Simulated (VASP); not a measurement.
Write the native input for VASP 6.6.1 that does the following.

```
Task                   : single point
Functional             : LDA
Potentials or basis    : VASP PAW LDA potentials, release 64 (W_sv)
Cutoff                 : 520 eV
k mesh                 : 22 × 22 × 22
Occupations            : gaussian, width 0.15 eV
Spin                   : no spin polarisation
Dipole correction      : no
Further INCAR settings : ALGO = Fast; EDIFF = 1e-07; NBANDS = 13
```

The structure of W lies in POSCAR:

```
W
1.0
    0.0000000000      2.0316183047      1.9296310658
    2.0316183047      0.0000000000      1.9296310658
    2.0316183047      2.0316183047      0.0000000000
W
1
Direct
    0.0000000000      0.0000000000      0.0000000000
```

One way to write it, as run:

INCAR

```
  PREC = Accurate
  ENCUT = 520
  EDIFF = 1E-7
  ISMEAR = 0
  SIGMA = 0.15
  LREAL = F
  LASPH = T
  NELM = 80
  ALGO = Fast
  ISIF = 2
  LWAVE = F
  LCHARG = F
  GGA = CA
  NBANDS = 13
```

KPOINTS

```
Automatic mesh
0
Gamma
  22 22 22
```

Potentials or basis: VASP PAW LDA potentials, release 64 (W_sv).

The run is started by

```bash
$ cat potpaw_LDA.64/W_sv/POTCAR > POTCAR
$ mpirun -np 1 vasp_std > vasp.out
```

Results of the run:

```yaml
Pressure: -3.3 GPa
Band_gap_on_the_k_mesh: zero (bands 7 and 8 overlap by 4.61 eV)
```

Caveat: the cell stands under tension; spin-orbit coupling is left out, which moves the levels of the heavy elements.

It took 120 s on 1 thread of AMD EPYC 9R45 96-Core Processor (Zen 5), on a shared host, peak memory 0.24 GiB.
